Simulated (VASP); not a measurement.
Here is a VASP 6.6.1 calculation.

Contents of POSCAR:

```
Te
1.0
    5.6934498538      0.0000000000      0.0000000000
   -2.8467249269      4.9306722086      0.0000000000
    0.0000000000      0.0000000000      3.0471112258
Te
3
Direct
    1.0000000000      1.0000000000      0.0000000000
    0.3333333333      0.6666666667      0.5000000000
    0.6666666667      0.3333333333      0.5000000000
```

File INCAR.step1:

```
SYSTEM = Te
PREC = Accurate
ENCUT = 520
ISMEAR = -1
SIGMA = 0.1
LREAL = .False.
LASPH = .True.
NELM = 80
NBANDS = 16
GGA = PE
ALGO = Normal
EDIFF = 1E-4
LWAVE = .True.
LCHARG = .False.
```

The input INCAR.step2:

```
SYSTEM = Te
PREC = Accurate
ENCUT = 520
EDIFF = 1E-6
ISMEAR = -1
SIGMA = 0.1
LREAL = .False.
LASPH = .True.
NELM = 80
ALGO = Normal
ISIF = 2
LWAVE = .False.
LCHARG = .True.
METAGGA = R2SCAN
LMIXTAU = .True.
LELF = .True.
LVHAR = .True.
NBANDS = 16
ISTART = 1
```

The input KPOINTS:

```
Automatic mesh
0
Gamma
  7 7 12
  0 0 0
```

Potentials or basis: VASP PAW PBE potentials, release 64 (Te).

Run with:

```bash
$ cat potpaw_PBE.64/Te/POTCAR > POTCAR
$ cp INCAR.step1 INCAR
$ mpirun -np 1 vasp_std > vasp.out
$ cp INCAR.step2 INCAR
$ mpirun -np 1 vasp_std > vasp.out
```

(1) What does it give for the band gap on the k mesh?

(2) What does it give for the pressure?

Results:

(1) zero (bands 9 and 10 overlap by 4.40 eV).

(2) 2.1 GPa.

Caveat: the PAW data sets were made with another functional, which shifts forces and pressure a little; spin-orbit coupling is left out, which moves the levels of the heavy elements.
